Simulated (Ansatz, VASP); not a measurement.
One calculation of Al2Cu, two programs

```
Al Cu
1.0
     4.10518    0.00000    0.00000
     0.00000    4.10518    0.00000
     0.00000    0.00000    2.89131
Al Cu
2 1
Direct
  0.50000 0.00000 0.50000
  0.00000 0.50000 0.50000
  0.00000 0.00000 0.00000
```

Alike in both runs: task single point; functional r2SCAN; k mesh 10 × 10 × 14; occupations tetrahedron; no spin polarisation.

```csv
,VASP,Ansatz
version,VASP 6.6.1,Ansatz 0.2.0
potentials or method,"VASP PAW PBE potentials, release 64 (Al, Cu), cutoff 520 eV","scalar-relativistic, plane waves, PAW"
valence electrons in the cell,17,25
```

|  | VASP | Ansatz | Ansatz less VASP |
| --- | --- | --- | --- |
| gap on the k mesh at the Fermi level (eV) | none | none | - |
| pressure (GPa) | -2.3 | -2.2 | +0.08 |
| traceless stress, the component that is largest in VASP (GPa) | -0.94 | -0.96 | -0.028 |

VASP's potentials were made for PBE, not for r2SCAN. A gap of «none» marks a metal or a gap that the smearing closes. With one functional, cell and mesh, what is left measures potentials, basis and numerics. VASP's potentials hold 17 valence electrons a cell and Ansatz's 25, so a difference there can come from the potentials and not from the codes. Ansatz's warnings: band table not solved further, tetrahedron derivatives may miss energy slope.
